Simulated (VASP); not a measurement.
Input of a VASP 6.6.1 run:

File INCAR:

```
PREC = Accurate ; ENCUT = 520
EDIFF = 1E-7 ; ISMEAR = 0
SIGMA = 0.1 ; LREAL = False
LASPH = True ; NELM = 100
ALGO = Normal ; ISIF = 2
LWAVE = False ; LCHARG = False
GGA = PE ; NBANDS = 31
```

The input KPOINTS:

```
regular mesh
0
Gamma
  6 6 6
```

The input POSCAR:

```
Mg3CdSe4
1.0
    1.9691370000      1.1368818000     12.8728722000
   -1.9691370000      1.1368818000     12.8728722000
    0.0000000000     -2.2737636000     12.8728722000
Mg Cd Se
3 1 4
Direct
    0.2485330000      0.2485330000      0.2485330000
    0.5000000000      0.5000000000      0.5000000000
    0.7514670000      0.7514670000      0.7514670000
    0.0000000000      0.0000000000      0.0000000000
    0.6224350000      0.6224350000      0.6224350000
    0.8742400000      0.8742400000      0.8742400000
    0.1257600000      0.1257600000      0.1257600000
    0.3775650000      0.3775650000      0.3775650000
```

Potentials or basis: VASP PAW PBE potentials, release 64 (Mg, Cd, Se).

Command:

```sh
$ cat potpaw_PBE.64/Mg/POTCAR potpaw_PBE.64/Cd/POTCAR potpaw_PBE.64/Se/POTCAR > POTCAR
$ mpirun -np 1 vasp_std > vasp.out
```

Task: What does it give for the band gap on the k mesh?

Result: 0.98 eV (least direct gap 1.37 eV).

Task: Estimate the pressure.

Result: 0.0 GPa.

Task: What does it give for the largest force?

Result: 0.046 eV/Å.

Forces on the atoms (eV/Å):
```
Mg   0.000  0.000  0.002
Mg   0.000  0.000  0.000
Mg   0.000  0.000 -0.002
Cd   0.000  0.000  0.000
Se   0.000  0.000 -0.046
Se   0.000  0.000 -0.001
Se   0.000  0.000  0.001
Se   0.000  0.000  0.046
```

A k mesh can miss the band edges.
